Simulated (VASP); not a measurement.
# SiC (F-43m) in VASP: further runs

SiC is run at these levels: PBE; tasks: single point.

All numbers are computed with VASP 6.6.1; they aren't measurements. Logs are shortened: lines on timing, memory, paths and dates and some standing lists are left out, and cuts for length are marked.

### 1 The cell of the first run

The structure is cubic, space group F-43m (No. 216). The conventional cell has a = 4.348 Å, b = 4.348 Å, c = 4.348 Å, α = 90.00°, β = 90.00°, γ = 90.00°. Within 2.5 Å of Si (site symmetry -43m) lie 4 C at 1.88 Å. Within 2.5 Å of C (site symmetry -43m) lie 4 Si at 1.88 Å.

### 2 Single point, PBE

File INCAR:

```
  PREC = Accurate
  ENCUT = 520
  EDIFF = 1E-6
  ISMEAR = 0
  SIGMA = 0.05
  LREAL = F
  LASPH = T
  NELM = 80
  ALGO = Normal
  ISIF = 2
  LWAVE = F
  LCHARG = F
  GGA = PE
  NBANDS = 11
```

File KPOINTS:

```
regular mesh
0
Gamma
  12 12 12
```

File POSCAR:

```
SiC
1.0
    0.0000000000      2.1740000000      2.1740000000
    2.1740000000      0.0000000000      2.1740000000
    2.1740000000      2.1740000000      0.0000000000
Si C
1 1
Direct
    0.0000000000      0.0000000000      0.0000000000
    0.7500000000      0.7500000000      0.7500000000
```

Potentials or basis: VASP PAW PBE potentials, release 64 (Si, C).

Command:

```
$ cat potpaw_PBE.64/Si/POTCAR potpaw_PBE.64/C/POTCAR > POTCAR
$ mpirun -np 1 vasp_std > vasp.out
```

OUTCAR:

```text
PREC = Accurate
   ENCUT = 520
   EDIFF = 1E-6
   ISMEAR = 0
   LREAL = F
   LASPH = T
   NELM = 80
   ISIF = 2
   GGA = PE

 ion  position               nearest neighbor table
   1  0.000  0.000  0.000-   2 1.88   2 1.88   2 1.88   2 1.88
   2  0.750  0.750  0.750-   1 1.88   1 1.88   1 1.88   1 1.88

  LATTYP: Found a face centered cubic cell.
 ALAT       =     4.3480000000

  Lattice vectors:

 A1 = (   0.0000000000,   2.1740000000,   2.1740000000)
 A2 = (   2.1740000000,   0.0000000000,   2.1740000000)
 A3 = (   2.1740000000,   2.1740000000,   0.0000000000)

Analysis of symmetry for initial positions (statically):
=====================================================================
 Subroutine PRICEL returns:
 Original cell was already a primitive cell.

 Routine SETGRP: Setting up the symmetry group for a
 face centered cubic supercell.

 Subroutine GETGRP returns: Found 24 space group operations
 (whereof 24 operations were pure point group operations)
 out of a pool of 48 trial point group operations.

The static configuration has the point symmetry T_d .

Analysis of symmetry for dynamics (positions and initial velocities):
=====================================================================
 Subroutine PRICEL returns:
 Original cell was already a primitive cell.

 Routine SETGRP: Setting up the symmetry group for a
 face centered cubic supercell.

 Subroutine GETGRP returns: Found 24 space group operations
 (whereof 24 operations were pure point group operations)
 out of a pool of 48 trial point group operations.

The dynamic configuration has the point symmetry T_d .

 Subroutine INISYM returns: Found 24 space group operations
 (whereof 24 operations are pure point group operations),
 and found     1 'primitive' translations

----------------------------------------------------------------------------------------

                                     Primitive cell

  volume of cell :      20.5498

  direct lattice vectors                    reciprocal lattice vectors
     0.000000000  2.174000000  2.174000000    -0.229990800  0.229990800  0.229990800
     2.174000000  0.000000000  2.174000000     0.229990800 -0.229990800  0.229990800
     2.174000000  2.174000000  0.000000000     0.229990800  0.229990800 -0.229990800

  length of vectors
     3.074500285  3.074500285  3.074500285     0.398355752  0.398355752  0.398355752

  position of ions in fractional coordinates (direct lattice)
     0.000000000  0.000000000  0.000000000
     0.750000000  0.750000000  0.750000000

  ion indices of the primitive-cell ions
   primitive index   ion index
                 1           1
                 2           2

----------------------------------------------------------------------------------------

 KPOINTS: regular mesh

Automatic generation of k-mesh.
 Grid dimensions read from file:
 generate k-points for:   12   12   12

 Generating k-lattice:

  Cartesian coordinates                     Fractional coordinates (reciprocal lattice)
    -0.019165900  0.019165900  0.019165900     0.083333333  0.000000000  0.000000000
     0.019165900 -0.019165900  0.019165900     0.000000000  0.083333333  0.000000000
     0.019165900  0.019165900 -0.019165900     0.000000000  0.000000000  0.083333333

  Length of vectors
     0.033196313  0.033196313  0.033196313

  Shift w.r.t. Gamma in fractional coordinates (k-lattice)
     0.000000000  0.000000000  0.000000000

 Subroutine IBZKPT returns following result:
 ===========================================

 Found     72 irreducible k-points:

 Following reciprocal coordinates:
            Coordinates               Weight
  0.000000  0.000000  0.000000      1.000000
  0.083333  0.000000  0.000000      8.000000
  0.166667  0.000000  0.000000      8.000000
  0.250000  0.000000  0.000000      8.000000
  0.333333  0.000000  0.000000      8.000000
  0.416667  0.000000  0.000000      8.000000
[... 16 lines left out ...]
  0.500000  0.166667  0.000000     24.000000
 -0.416667  0.166667  0.000000     24.000000
 [... further k-points ...]
   k-points           NKPTS =     72   k-points in BZ     NKDIM =     72   number of bands    NBANDS=     11
   number of dos      NEDOS =    301   number of ions     NIONS =      2
   total plane-waves  NPLWV =  13824
   dimension x,y,z NGX =    24 NGY =   24 NGZ =   24
   dimension x,y,z NGXF=    48 NGYF=   48 NGZF=   48
   ions per type =               1   1
   NGX,Y,Z   is equivalent  to a cutoff of  12.98, 12.98, 12.98 a.u.
   NGXF,Y,Z  is equivalent  to a cutoff of  25.95, 25.95, 25.95 a.u.
 SYSTEM =  unknown system
   PREC   = accura    normal or accurate (medium, high low for compatibility)
   ISTART =      0    job   : 0-new  1-cont  2-samecut
   ICHARG =      2    charge: 1-file 2-atom 10-const
   ISPIN  =      1    spin polarized calculation?
   LNONCOLLINEAR =      F non collinear calculations
   LSORBIT =      F    spin-orbit coupling
   LASPH  =      T    aspherical Exc in radial PAW
   ENCUT  =  520.0 eV  38.22 Ry    6.18 a.u.   5.72  5.72  5.72*2*pi/ulx,y,z
   NELM   =     80;   NELMIN=  2; NELMDL= -5     # of ELM steps
   EDIFF  = 0.1E-05   stopping-criterion for ELM
   LREAL  =      F    real-space projection
   EDIFFG = 0.1E-04   stopping-criterion for IOM
   NSW    =      0    number of steps for IOM
   IBRION =     -1    ionic relax: 0-MD 1-quasi-New 2-CG
   NFREE  =      0    steps in history (QN), initial steepest desc. (CG)
   ISIF   =      2    stress and relaxation
   ISYM   =      2    0-nonsym 1-usesym 2-fastsym
   POTIM  = 0.5000    time-step for ionic-motion
   TEBEG  =    0.0;   TEEND  =   0.0 temperature during run
   PSTRESS=    0.0 pullay stress
   NELECT =       8.0000    total number of electrons
   NUPDOWN=      -1.0000    fix difference up-down
   EMIN   =  10.00;   EMAX   =-10.00  energy-range for DOS
   EFERMI =   0.00;   METHOD = LEGACY
   ISMEAR =     0;   SIGMA  =   0.05  broadening in eV -4-tet -1-fermi 0-gaus
   EFERMI_NEDOS =   21; number of points for ismear=-14 and -15
   IALGO  =     38    algorithm
   IMIX   =      4    mixing-type and parameters
     AMIX     =   0.40;   BMIX     =  1.00
     AMIX_MAG =   1.60;   BMIX_MAG =  1.00
  volume/ion in A,a.u.               =      10.27        69.34
  Fermi-wavevector in a.u.,A,eV,Ry     =   1.195369  2.258920 19.441458  1.428907
  Thomas-Fermi vector in A             =   2.331336
   LORBIT       =      0    0 simple, 1 ext, 2 COOP (PROOUT), +10 PAW based schemes
   GGA     = PE    functional components
   LHFCALC =     F    Hartree Fock is set to
   AEXX    =    0.0000 exact exchange contribution
   IVDW    =     0    specifies the selected vdW correction
   LEPSILON=     F    determine dielectric tensor
   LRPA    =     F    only Hartree local field effects (RPA)
 non-spin polarized calculation
 Gauss-broadening in eV      SIGMA  =   0.05
  energy-cutoff  :      520.00
  volume of cell :       20.55
 maximum number of plane-waves:       568
   NGX = 11   NGY = 11   NGZ = 11

 number of electron       8.0000001 magnetization

 Free energy of the ion-electron system (eV)
  ---------------------------------------------------
  ext. energy  EPLUGINS =         0.00000000
  ---------------------------------------------------
  free energy    TOTEN  =       -15.05426146 eV

  energy without entropy =      -15.05426146  energy(sigma->0) =      -15.05426146

 E-fermi :   8.4811     XC(G=0): -11.3865

 val. band max:        8.1843392506   @ k =   0.0000   0.0000   0.0000
 cond. band min:       9.5348446175   @ k =   0.5000   0.5000   0.0000
 fundamental gap:      1.3505053670
 Fermi energy:         8.4811410283

 k-point     1 :       0.0000    0.0000    0.0000
  band No.  band energies     occupation
      1      -7.2731      2.00000
      2       8.1843      2.00000
      3       8.1843      2.00000
      4       8.1843      2.00000
      5      14.4991      0.00000
      6      15.5399      0.00000
      7      15.5399      0.00000
      8      15.5399      0.00000
      9      22.7314      0.00000
     10      22.7314      0.00000
     11      24.7722      0.00000

 k-point     2 :       0.0833    0.0000    0.0000
  band No.  band energies     occupation
      1      -7.1366      2.00000
      2       7.4573      2.00000
      3       8.0893      2.00000
      4       8.0893      2.00000
      5      14.7318      0.00000
      6      15.6994      0.00000
      7      15.7165      0.00000
      8      15.7165      0.00000
      9      21.9828      0.00000
     10      21.9828      0.00000
     11      24.6571      0.00000

 k-point     3 :       0.1667    0.0000    0.0000
  band No.  band energies     occupation
      1      -6.7309      2.00000
      2       5.8098      2.00000
      3       7.8542      2.00000
      4       7.8542      2.00000
      5      14.5906      0.00000
      6      16.0589      0.00000
      7      16.0589      0.00000
      8      16.6021      0.00000
      9      21.1906      0.00000
     10      21.1906      0.00000
     11      23.9067      0.00000

 k-point     4 :       0.2500    0.0000    0.0000
  band No.  band energies     occupation
      1      -6.0708      2.00000
      2       3.8810      2.00000
      3       7.5778      2.00000
      4       7.5778      2.00000
      5      14.2354      0.00000
      6      16.1364      0.00000
      7      16.1364      0.00000
      8      17.5985      0.00000
      9      21.3402      0.00000
     10      21.3402      0.00000
     11      23.3865      0.00000

 k-point     5 :       0.3333    0.0000    0.0000
  band No.  band energies     occupation
      1      -5.1952      2.00000
      2       1.9895      2.00000
      3       7.3399      2.00000
      4       7.3399      2.00000
      5      13.9325      0.00000
      6      15.8632      0.00000
      7      15.8632      0.00000
      8      18.1534      0.00000
      9      22.5147      0.00000
     10      22.5147      0.00000
     11      23.5188      0.00000
[... 211 lines left out ...]
 k-point    21 :       0.3333    0.1667    0.0000
  band No.  band energies     occupation
      1      -5.3353      2.00000
      2       3.3979      2.00000
      3       6.3847      2.00000
      4       6.4368      2.00000
      5      13.1223      0.00000
      6      15.8105      0.00000
      7      17.2313      0.00000
      8      17.8928      0.00000
      9      20.8966      0.00000
     10      24.3706      0.00000
     11      26.0590      0.00000

 k-point    22 :       0.4167    0.1667    0.0000
  band No.  band energies     occupation
      1      -4.4260      2.00000
      2       1.7163      2.00000
      3       5.8656      2.00000
      4       6.3465      2.00000
      5      12.9881      0.00000
      6      16.1476      0.00000
      7      17.5236      0.00000
      8      17.7356      0.00000
      9      21.7214      0.00000
     10      25.5533      0.00000
     11      26.1750      0.00000

 k-point    23 :       0.5000    0.1667    0.0000
  band No.  band energies     occupation
      1      -3.5397      2.00000
      2       0.3851      2.00000
      3       5.4056      2.00000
      4       6.4285      2.00000
      5      13.0430      0.00000
      6      16.0638      0.00000
      7      17.0835      0.00000
      8      18.8906      0.00000
      9      22.2053      0.00000
     10      25.5636      0.00000
     11      26.4775      0.00000

 k-point    24 :      -0.4167    0.1667    0.0000
  band No.  band energies     occupation
      1      -3.3574      2.00000
      2       0.1435      2.00000
      3       5.0903      2.00000
      4       6.6692      2.00000
      5      13.3526      0.00000
      6      15.9712      0.00000
      7      16.7632      0.00000
      8      19.4279      0.00000
      9      22.9423      0.00000
     10      23.6449      0.00000
     11      26.4303      0.00000

 [... further k-points ...]
[... 5 lines left out ...]
  --------------------------------------------------------------------------------------
  -------------------------------------------------------------------------------------
  Total        0.6133994      0.6133994      0.6133994     -0.0000000      0.0000000     -0.0000000
  in kB       47.8239321     47.8239321     47.8239321     -0.0000000      0.0000000     -0.0000000
  external PRESSURE =      47.8239321 kB  Pullay stress =       0.0000000 kB

 VOLUME and BASIS-vectors are now :
 -----------------------------------------------------------------------------
  energy-cutoff  :      520.00
  volume of cell :       20.55
      direct lattice vectors                 reciprocal lattice vectors
     0.000000000  2.174000000  2.174000000    -0.229990800  0.229990800  0.229990800
     2.174000000  0.000000000  2.174000000     0.229990800 -0.229990800  0.229990800
     2.174000000  2.174000000  0.000000000     0.229990800  0.229990800 -0.229990800

 POSITION                                       TOTAL-FORCE (eV/Angst)
 -----------------------------------------------------------------------------------
      0.00000      0.00000      0.00000         0.000000      0.000000      0.000000
      3.26100      3.26100      3.26100        -0.000000     -0.000000     -0.000000
 -----------------------------------------------------------------------------------
    total drift:                               -0.000000     -0.000000     -0.000000

  FREE ENERGIE OF THE ION-ELECTRON SYSTEM (eV)
  ---------------------------------------------------
  free  energy   TOTEN  =       -15.0542614643 eV

  energy  without entropy=      -15.0542614643  energy(sigma->0) =      -15.05426146
```

Wall time 4.5 s (1 thread of Intel Xeon 6975P-C (Granite Rapids), shared host); peak memory 0.13 GiB.

Results:

* Free energy: -15.0543 eV
* Pressure: 4.8 GPa
* Band gap on the k mesh: 1.35 eV, indirect (least direct gap 4.55 eV)

A k mesh can miss the band edges.

### 3 Single point, PBE

This run uses another cell than the first one: it holds 12 atoms, not 2.

File INCAR:

```
SYSTEM = SiC
ALGO = Normal
EDIFF = 1E-6
ENCUT = 520
GGA = PE
ISIF = 2
ISMEAR = 0
LASPH = .True.
LCHARG = .False.
LREAL = .False.
LWAVE = .False.
NBANDS = 36
NELM = 100
PREC = Accurate
SIGMA = 0.05
```

File KPOINTS:

```
k-points
0
Gamma
  6 9 3
  0 0 0
```

File POSCAR:

```
SiC
1.0
    4.3480000000      0.0000000000      0.0000000000
    0.0000000000      2.1740000000     -2.1740000000
    0.0000000000      6.5220000000      6.5220000000
Si C
6 6
Direct
    0.0000000000      0.0000000000      0.0000000000
    0.5000000000      0.5000000000      0.1666666667
    0.0000000000      0.0000000000      0.3333333333
    0.5000000000      0.5000000000      0.5000000000
    0.0000000000      0.0000000000      0.6666666667
    0.5000000000      0.5000000000      0.8333333333
    0.7500000000      0.0000000000      0.5000000000
    0.2500000000      0.5000000000      0.6666666667
    0.7500000000      0.0000000000      0.8333333333
    0.2500000000      0.5000000000      1.0000000000
    0.7500000000      0.0000000000      0.1666666667
    0.2500000000      0.5000000000      0.3333333333
```

Potentials or basis: VASP PAW PBE potentials, release 64 (Si, C).

Command:

```
$ cat potpaw_PBE.64/Si/POTCAR potpaw_PBE.64/C/POTCAR > POTCAR
$ mpirun -np 1 vasp_std > vasp.out
```

It took 2 min on 1 thread of Intel Xeon Platinum 8488C (Sapphire Rapids), shared host; peak memory 0.29 GiB.

It converged, with:

```
Free energy            : -90.3249 eV
Pressure               : 4.8 GPa
Band gap on the k mesh : 1.35 eV
```

Levels at points of the mesh, in eV from the valence-band top:
| k point | band 22 | band 23 | band 24 | band 25 | band 26 | band 27 |
| --- | --- | --- | --- | --- | --- | --- |
| (0.00, 0.00, 0.00) | 0.00 | 0.00 | 0.00 | 1.35 | 3.84 | 3.84 |
| (0.50, 0.00, 0.00) | -1.31 | -1.31 | -1.31 | 4.08 | 4.08 | 5.72 |

### 4 Single point, PBE

This run uses another cell than the first one: it holds 8 atoms, not 2.

File INCAR:

```
  ALGO = Normal
  EDIFF = 1E-6
  ENCUT = 520
  GGA = PE
  ISIF = 2
  ISMEAR = 0
  LASPH = True
  LCHARG = True
  LELF = True
  LREAL = False
  LVHAR = True
  LWAVE = False
  NBANDS = 26
  NELM = 60
  PREC = Accurate
  SIGMA = 0.05
```

File KPOINTS:

```
k-points
0
Gamma
  6 6 6
```

File POSCAR:

```
SiC
1.0
    4.3480000000      0.0000000000      0.0000000000
    0.0000000000     -4.3480000000      0.0000000000
    0.0000000000      0.0000000000     -4.3480000000
Si C
4 4
Direct
    0.0000000000      0.5000000000      0.5000000000
    0.5000000000      0.0000000000      0.5000000000
    0.5000000000      0.5000000000      0.0000000000
    0.0000000000      0.0000000000      0.0000000000
    0.7500000000      0.7500000000      0.7500000000
    0.2500000000      0.2500000000      0.7500000000
    0.2500000000      0.7500000000      0.2500000000
    0.7500000000      0.2500000000      0.2500000000
```

Command:

```
$ cat potpaw_PBE.64/Si/POTCAR potpaw_PBE.64/C/POTCAR > POTCAR
$ mpirun -np 1 vasp_std > vasp.out
```

Wall time 42 s (1 thread of Intel Xeon Platinum 8259CL at 2.50GHz (Skylake/Cascade Lake), shared host); peak memory 0.18 GiB.

The run converged. Its results:

* Free energy: -60.2171 eV
* Pressure: 4.8 GPa
* Band gap on the k mesh: 1.35 eV

Levels at points of the mesh, in eV from the valence-band top:
| k point | band 14 | band 15 | band 16 | band 17 | band 18 | band 19 |
| --- | --- | --- | --- | --- | --- | --- |
| (0.00, 0.00, 0.00) | 0.00 | 0.00 | 0.00 | 1.35 | 1.35 | 1.35 |
| (0.50, 0.00, 0.00) | -1.94 | -1.94 | -1.94 | 4.08 | 4.08 | 5.22 |
| (0.50, 0.50, 0.00) | -1.18 | -1.18 | -1.18 | 5.55 | 5.55 | 5.55 |
| (0.50, 0.50, 0.50) | -1.05 | -1.05 | -1.05 | 5.50 | 5.50 | 5.50 |

A k mesh can miss the band edges. Expect the measured gap to be larger: semilocal functionals such as PBE lack the derivative discontinuity.

### 5 The runs side by side

| cell | k mesh | gap on the mesh (eV) | pressure (GPa) |
| --- | --- | --- | --- |
| a = 3.075 Å, angles 60.0°, 2 atoms | 12 × 12 × 12 | 1.35 | 4.8 |
| a = 4.348, b = 3.075, c = 9.224 Å, 12 atoms | 6 × 9 × 3 | 1.35 | 4.8 |
| a = 4.348 Å, 8 atoms | 6 × 6 × 6 | 1.35 | 4.8 |

Alike in all rows: task single point; level PBE; potentials or basis VASP PAW PBE potentials, release 64 (Si, C); no spin polarisation; cutoff (eV) 520; smearing gaussian 0.05 eV.

Absolute energies hang on the potentials; compare differences alone.
